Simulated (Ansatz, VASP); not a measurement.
# One calculation of SnO2, two programs

```xyz
6
Lattice="4.9034 0.0000 0.0000 0.0000 4.9034 0.0000 0.0000 0.0000 3.1418" Properties=species:S:1:pos:R:3 pbc="T T T"
Sn    0.0000    0.0000    0.0000
Sn    2.4517    2.4517    1.5709
O     1.5035    1.5035    0.0000
O     0.9482    3.9552    1.5709
O     3.9552    0.9482    1.5709
O     3.3998    3.3998    0.0000
```

Change from the starting cell: epitaxial_xy strain +3.0%.

Alike in both runs: task single point; functional PBE; k mesh 6 × 6 × 8; occupations fermi-dirac, width 0.02 eV; no spin polarisation.

|  | VASP | Ansatz |
| --- | --- | --- |
| version | VASP 6.6.1 | Ansatz 0.2.0 |
| potentials or method | VASP PAW PBE potentials, release 64 (Sn_d, O) | plane waves, PAW |
| plane-wave cutoff (eV) | 520 | 420 |
| valence electrons in the cell | 52 | 52 |

```csv
,VASP,Ansatz,Ansatz less VASP
gap on the k mesh at the Fermi level (eV),0.84,0.86,+0.012
pressure (GPa),2.5,1.8,-0.62
"traceless stress, the component that is largest in VASP (GPa)",6.68,6.42,-0.256
rms of the force components (eV/Å),0.055,0.040,-0.0145
```

Atom by atom the forces differ by 0.015 eV/Å (rms over components).
